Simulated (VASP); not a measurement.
Input of a VASP 6.6.1 run:

The input POSCAR:

```
Se
1.0
    4.5168651526      0.0000000000      0.0000000000
   -2.2584325763      3.9117199676      0.0000000000
    0.0000000000      0.0000000000      5.0460464583
Se
3
Direct
    0.2190485750      0.0000000000      0.3333333333
    0.0000000000      0.2190485750      0.6666666667
    0.7809514250      0.7809514250      0.0000000000
```

Contents of INCAR.step1:

```
SYSTEM = Se
PREC = Accurate
ENCUT = 520
EDIFF = 1E-5
ISMEAR = -1
SIGMA = 0.01
LREAL = .FALSE.
LASPH = .TRUE.
NELM = 80
ALGO = Normal
ISIF = 2
LWAVE = .TRUE.
NBANDS = 16
GGA = PE
```

The input INCAR.step2:

```
SYSTEM = Se
PREC = Accurate
ENCUT = 520
EDIFF = 1E-7
ISMEAR = -1
SIGMA = 0.01
LREAL = .FALSE.
LASPH = .TRUE.
NELM = 80
ALGO = Normal
ISIF = 2
LWAVE = .FALSE.
LCHARG = .TRUE.
GGA = PE
LHFCALC = .TRUE.
HFSCREEN = 0.2079
PRECFOCK = Normal
LELF = .TRUE.
LVHAR = .TRUE.
NBANDS = 16
ISTART = 1
```

Contents of KPOINTS:

```
regular mesh
0
G
  5 5 4
  0 0 0
```

Potentials or basis: VASP PAW PBE potentials, release 64 (Se).

Command:

```sh
$ cat potpaw_PBE.64/Se/POTCAR > POTCAR
$ cp INCAR.step1 INCAR
$ mpirun -np 1 vasp_std > vasp.out
$ cp INCAR.step2 INCAR
$ mpirun -np 1 vasp_std > vasp.out
```

**Question.** What does it give for the band gap on the k mesh?

**Answer.** 2.08 eV.

**Question.** Predict the pressure.

**Answer.** -2.0 GPa.

Stress tensor (GPa, compression positive):
```
-1.26  0.00  0.00
 0.00 -1.26  0.00
 0.00  0.00 -3.55
```

Caveat: the PAW data sets were made with another functional, which shifts forces and pressure a little. A k mesh can miss the band edges.
